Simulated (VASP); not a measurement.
# BaTiO3 (Amm2) in VASP: a series of runs

The runs below take BaTiO3 through single point, with PBE+U.

Program: VASP 6.6.1. These are calculated values, not measurements. Logs are shortened: lines on timing, memory, paths and dates and some standing lists are left out, and cuts for length are marked.

## 1. The cell of the first run

It takes space group Amm2 (No. 38, orthorhombic). The conventional cell has a = 4.209 Å, b = 6.034 Å, c = 5.772 Å, α = 90.00°, β = 90.00°, γ = 90.00°. Within 3.7 Å of Ba (site symmetry mm2) lie 12 O at 2.79 to 3.02 Å and 8 Ti at 3.52 to 3.68 Å. Ti (site symmetry mm2) has 6 O at 1.94 to 2.24 Å within 2.6 Å. Within 2.8 Å of O (site symmetry mm2) lie 2 Ti at 2.11 Å and 1 Ba at 2.79 Å. Within 2.6 Å of O (site symmetry m) lie 2 Ti at 1.94 to 2.24 Å.

## 2. Single point, PBE+U (strain +0.050 along x and y, +0.000 along z)

Contents of INCAR:

```
SYSTEM = BaTiO3
PREC = Accurate
ENCUT = 520
EDIFF = 1E-7
ISMEAR = 0
SIGMA = 0.05
LREAL = .FALSE.
LASPH = .TRUE.
NELM = 150
ALGO = Normal
ISIF = 2
LWAVE = .FALSE.
LCHARG = .FALSE.
LMAXMIX = 4
LDAU = .TRUE.
LDAUTYPE = 2
LDAUL = -1 2 -1
LDAUU = 0 4 0
LDAUJ = 0 0 0
LDAUPRINT = 1
GGA = PE
NBANDS = 28
```

Contents of KPOINTS:

```
regular mesh
0
G
  6 6 6
  0 0 0
```

Contents of POSCAR:

```
BaTiO3
1.0
    4.2086303835      0.0000000000      0.0000000000
    0.0000000000      3.0169455574      2.8859184405
    0.0000000000     -3.0169455574      2.8859184405
Ba Ti O
1 1 3
Direct
    0.0000000000      0.0080771898      0.0080771898
    0.5000000000      0.5197092923      0.5197092923
    0.0000000000      0.4916268263      0.4916268263
    0.5000000000      0.4938075436      0.9829991481
    0.5000000000      0.9829991481      0.4938075436
```

Potentials or basis: VASP PAW PBE potentials, release 64 (Ba_sv, Ti_sv, O).

Run with:

```console
> cat potpaw_PBE.64/Ba_sv/POTCAR potpaw_PBE.64/Ti_sv/POTCAR potpaw_PBE.64/O/POTCAR > POTCAR
> mpirun -np 1 vasp_std > vasp.out
```

OUTCAR:

```text
SYSTEM = BaTiO3
   PREC = Accurate
   ENCUT = 520
   EDIFF = 1E-7
   ISMEAR = 0
   LREAL = .FALSE.
   LASPH = .TRUE.
   NELM = 150
   ISIF = 2
   GGA = PE

 ion  position               nearest neighbor table
   1  0.000  0.008  0.008-   3 2.79   4 2.93   5 2.93   4 2.93   5 2.93   3 2.98   4 3.00   5 3.00
                             5 3.00   4 3.00   3 3.02   3 3.02   2 3.52   2 3.52   2 3.63   2 3.63
   2  0.500  0.520  0.520-   4 1.94   5 1.94   3 2.11   3 2.11   5 2.24   4 2.24   1 3.52   1 3.52
                             1 3.63   1 3.63   1 3.68   1 3.68   1 3.68   1 3.68
   3  0.000  0.492  0.492-   2 2.11   2 2.11   1 2.79   1 2.98   1 3.02   1 3.02
   4  0.500  0.494  0.983-   2 1.94   2 2.24   1 2.93   1 2.93   1 3.00   1 3.00
   5  0.500  0.983  0.494-   2 1.94   2 2.24   1 2.93   1 2.93   1 3.00   1 3.00

  LATTYP: Found a base centered orthorhombic cell.
 ALAT       =     5.7718368810
 B/A-ratio  =     1.0454022245
 C/A-ratio  =     0.7291665496

  Lattice vectors:

 A1 = (   0.0000000000,   3.0169455574,   2.8859184405)
 A2 = (   0.0000000000,  -3.0169455574,   2.8859184405)
 A3 = (   4.2086303835,   0.0000000000,   0.0000000000)

Analysis of symmetry for initial positions (statically):
=====================================================================
 Subroutine PRICEL returns:
 Original cell was already a primitive cell.

 Routine SETGRP: Setting up the symmetry group for a
 base centered orthorhombic supercell.

 Subroutine GETGRP returns: Found  4 space group operations
 (whereof  4 operations were pure point group operations)
 out of a pool of  8 trial point group operations.

The static configuration has the point symmetry C_2v.

Analysis of symmetry for dynamics (positions and initial velocities):
=====================================================================
 Subroutine PRICEL returns:
 Original cell was already a primitive cell.

 Routine SETGRP: Setting up the symmetry group for a
 base centered orthorhombic supercell.

 Subroutine GETGRP returns: Found  4 space group operations
 (whereof  4 operations were pure point group operations)
[... 161 lines left out ...]
  0.0000  0.0000 -0.0367  0.0000  0.1965

spin component  2

  0.1028  0.0000  0.0000  0.0000  0.0000
  0.0000  0.2285  0.0000  0.0000  0.0000
  0.0000  0.0000  0.1291  0.0000 -0.0367
  0.0000  0.0000  0.0000  0.1013  0.0000
  0.0000  0.0000 -0.0367  0.0000  0.1965

 occupancies and eigenvectors

  o =  0.1013  v =  0.0000  0.0000  0.0000  1.0000  0.0000  0.0000  0.0000  0.0000  0.0000  0.0000      0.0000  0.0000  0.0000  0.0000  0.0000  0.0000  0.0000  0.0000  0.0000  0.0000
  o =  0.1013  v =  0.0000  0.0000  0.0000  0.0000  0.0000  0.0000  0.0000  0.0000  1.0000  0.0000      0.0000  0.0000  0.0000  0.0000  0.0000  0.0000  0.0000  0.0000  0.0000  0.0000
  o =  0.1028  v =  1.0000  0.0000  0.0000  0.0000  0.0000  0.0000  0.0000  0.0000  0.0000  0.0000      0.0000  0.0000  0.0000  0.0000  0.0000  0.0000  0.0000  0.0000  0.0000  0.0000
  o =  0.1028  v =  0.0000  0.0000  0.0000  0.0000  0.0000  1.0000  0.0000  0.0000  0.0000  0.0000      0.0000  0.0000  0.0000  0.0000  0.0000  0.0000  0.0000  0.0000  0.0000  0.0000
  o =  0.1129  v =  0.0000  0.0000 -0.9156  0.0000 -0.4022  0.0000  0.0000  0.0000  0.0000  0.0000      0.0000  0.0000  0.0000  0.0000  0.0000  0.0000  0.0000  0.0000  0.0000  0.0000
  o =  0.1129  v =  0.0000  0.0000  0.0000  0.0000  0.0000  0.0000  0.0000 -0.9156  0.0000 -0.4022      0.0000  0.0000  0.0000  0.0000  0.0000  0.0000  0.0000  0.0000  0.0000  0.0000
  o =  0.2127  v =  0.0000  0.0000  0.0000  0.0000  0.0000  0.0000  0.0000 -0.4022  0.0000  0.9156      0.0000  0.0000  0.0000  0.0000  0.0000  0.0000  0.0000  0.0000  0.0000  0.0000
  o =  0.2127  v =  0.0000  0.0000 -0.4022  0.0000  0.9156  0.0000  0.0000  0.0000  0.0000  0.0000      0.0000  0.0000  0.0000  0.0000  0.0000  0.0000  0.0000  0.0000  0.0000  0.0000
  o =  0.2285  v =  0.0000  0.0000  0.0000  0.0000  0.0000  0.0000  1.0000  0.0000  0.0000  0.0000      0.0000  0.0000  0.0000  0.0000  0.0000  0.0000  0.0000  0.0000  0.0000  0.0000
  o =  0.2285  v =  0.0000  1.0000  0.0000  0.0000  0.0000  0.0000  0.0000  0.0000  0.0000  0.0000      0.0000  0.0000  0.0000  0.0000  0.0000  0.0000  0.0000  0.0000  0.0000  0.0000

 number of electron      39.9999993 magnetization

 Free energy of the ion-electron system (eV)
  ---------------------------------------------------
  ext. energy  EPLUGINS =         0.00000000
  ---------------------------------------------------
  free energy    TOTEN  =       -37.08534349 eV

  energy without entropy =      -37.08534349  energy(sigma->0) =      -37.08534349

 E-fermi :   3.4134     XC(G=0): -10.5656

 val. band max:        3.0228451686   @ k =   0.5000   0.5000   0.5000
 cond. band min:       5.1993545828   @ k =   0.0000   0.0000   0.0000
 fundamental gap:      2.1765094142
 Fermi energy:         3.4134218123

 k-point     1 :       0.0000    0.0000    0.0000
  band No.  band energies     occupation
      1     -55.1129      2.00000
      2     -31.2787      2.00000
      3     -31.2316      2.00000
      4     -31.2136      2.00000
      5     -22.2150      2.00000
      6     -13.6382      2.00000
[... 733 lines left out ...]
     27      10.3723      0.00000
     28      10.8426      0.00000

 [... further k-points ...]

------------------------ aborting loop because EDIFF is reached ----------------------------------------

  FORCE on cell =-STRESS in cart. coord.  units (eV):
  Direction    XX          YY          ZZ          XY          YZ          ZX
  --------------------------------------------------------------------------------------
  -------------------------------------------------------------------------------------
  Total       -5.4544221     -6.1960797     -1.9020783      0.0000000      0.0000000      0.0000000
  in kB     -119.2441330   -135.4581897    -41.5830804      0.0000000      0.0000000      0.0000000
  external PRESSURE =     -98.7618010 kB  Pullay stress =       0.0000000 kB

 VOLUME and BASIS-vectors are now :
 -----------------------------------------------------------------------------
  energy-cutoff  :      520.00
  volume of cell :       73.29
      direct lattice vectors                 reciprocal lattice vectors
     4.208630384  0.000000000  0.000000000     0.237606991  0.000000000  0.000000000
     0.000000000  3.016945557  2.885918440     0.000000000  0.165730535  0.173255070
     0.000000000 -3.016945557  2.885918440     0.000000000 -0.165730535  0.173255070

 POSITION                                       TOTAL-FORCE (eV/Angst)
 -----------------------------------------------------------------------------------
      0.00000      0.00000      0.04662         0.000000      0.000000     -0.002165
      2.10432      0.00000      2.99968         0.000000      0.000000      0.064115
      0.00000      0.00000      2.83759         0.000000      0.000000      0.137894
      2.10432     -1.47586      4.26194         0.000000      0.227817     -0.099922
      2.10432      1.47586      4.26194         0.000000     -0.227817     -0.099922
 -----------------------------------------------------------------------------------
    total drift:                                0.000000      0.000002      0.000195

  FREE ENERGIE OF THE ION-ELECTRON SYSTEM (eV)
  ---------------------------------------------------
  free  energy   TOTEN  =       -37.0853434885 eV

  energy  without entropy=      -37.0853434885  energy(sigma->0) =      -37.08534349
```

stdout:

```text
POSCAR found type information on POSCAR BaTiO
 POSCAR found :  3 types and       5 ions
 scaLAPACK will be used
 LDA part: xc-table for (Slater+PW92), standard interpolation
 POSCAR, INCAR and KPOINTS ok, starting setup
 FFT: planning ... GRIDC
 FFT: planning ... GRID_SOFT
 FFT: planning ... GRID
 WAVECAR not read
 entering main loop
```

Wall time 54 s (1 thread of Intel Xeon 6975P-C, shared host); peak memory 0.25 GiB.

Results:

- Free energy: -37.0853 eV
- Pressure: -9.9 GPa
- Largest force: 0.249 eV/Å
- Band gap on the k mesh: 2.18 eV, indirect (least direct gap 2.60 eV)

Forces on the atoms (eV/Å):
```
Ba   0.000  0.000 -0.002
Ti   0.000  0.000  0.064
O    0.000  0.000  0.138
O    0.000  0.228 -0.100
O    0.000 -0.228 -0.100
```

Eigenvalues of the final occupation matrices:
| site | spin | trace | eigenvalues |
| --- | --- | --- | --- |
| site 2 d | 1 | 0.76 | 0.10 0.10 0.11 0.21 0.23 |
| site 2 d | 2 | 0.76 | 0.10 0.10 0.11 0.21 0.23 |

Caveat: the cell differs from its parent crystal (strain +0.050 along x and y, +0.000 along z); spin-orbit coupling is left out, which moves the levels of the heavy elements. A k mesh can miss the band edges.

## 3. Single point, PBE+U (strain -0.050 along x and y, +0.000 along z)

INCAR is that of step 2.

Contents of KPOINTS:

```
Automatic mesh
0
G
  6 6 6
  0 0 0
```

Changes to POSCAR since step 2:

```diff
@@ -2,5 +2,5 @@
 1.0
-    4.2086303835      0.0000000000      0.0000000000
-    0.0000000000      3.0169455574      2.8859184405
-    0.0000000000     -3.0169455574      2.8859184405
+    3.8078084423      0.0000000000      0.0000000000
+    0.0000000000      2.7296174090      2.8859184405
+    0.0000000000     -2.7296174090      2.8859184405
 Ba Ti O
```

Potentials or basis: VASP PAW PBE potentials, release 64 (Ba_sv, Ti_sv, O).

Run with:

```console
> cat potpaw_PBE.64/Ba_sv/POTCAR potpaw_PBE.64/Ti_sv/POTCAR potpaw_PBE.64/O/POTCAR > POTCAR
> mpirun -np 1 vasp_std > vasp.out
```

It took 34 s on 1 thread of Intel Xeon 6975P-C (Granite Rapids), shared host; peak memory 0.22 GiB.

The run converged. Its results:

```yaml
Free_energy: -36.6604 eV
Pressure: 25.8 GPa
Largest_force: 1.333 eV/Å
Band_gap_on_the_k_mesh: 2.61 eV, indirect (least direct gap 2.88 eV)
```

Forces in eV/Å, atoms in the order of the input:
```
Ba   0.000  0.000 -0.127
Ti   0.000  0.000 -1.333
O    0.000  0.000 -0.260
O    0.000 -0.925  0.860
O    0.000  0.925  0.860
```

Stress tensor (GPa, compression positive):
```
30.56  0.00  0.00
 0.00 30.73  0.00
 0.00  0.00 15.98
```

Levels at points of the mesh, in eV from the valence-band top:
| k point | band 17 | band 18 | band 19 | band 20 | band 21 | band 22 | band 23 | band 24 |
| --- | --- | --- | --- | --- | --- | --- | --- | --- |
| (0.00, 0.00, 0.00) | -1.22 | -0.59 | -0.47 | -0.27 | 2.61 | 2.85 | 3.04 | 4.73 |
| (0.50, 0.00, 0.00) | -1.88 | -1.85 | -1.38 | -0.89 | 3.07 | 4.63 | 4.66 | 4.70 |
| (0.00, 0.50, 0.00) | -1.85 | -1.70 | -1.00 | -0.88 | 3.00 | 4.41 | 4.43 | 4.80 |
| (0.50, 0.50, 0.00) | -1.83 | -0.87 | -0.85 | -0.14 | 4.44 | 4.71 | 4.98 | 5.24 |
| (0.00, 0.50, 0.50) | -1.78 | -1.20 | -0.94 | -0.33 | 4.34 | 4.55 | 4.76 | 5.83 |
| (0.50, 0.50, 0.50) | -2.13 | -0.23 | -0.10 | 0.00 | 5.08 | 5.23 | 5.26 | 6.51 |

Eigenvalues of the final occupation matrices:
```tsv
site	spin	trace	eigenvalues
site 2 d	1	0.87	0.11 0.12 0.12 0.26 0.27
site 2 d	2	0.87	0.11 0.12 0.12 0.26 0.27
```

Caveat: the cell differs from its parent crystal (strain -0.050 along x and y, +0.000 along z); spin-orbit coupling is left out, which moves the levels of the heavy elements; forces of over 1 eV/Å act on the atoms, so gaps and moduli don't describe the material at rest. A k mesh can miss the band edges.
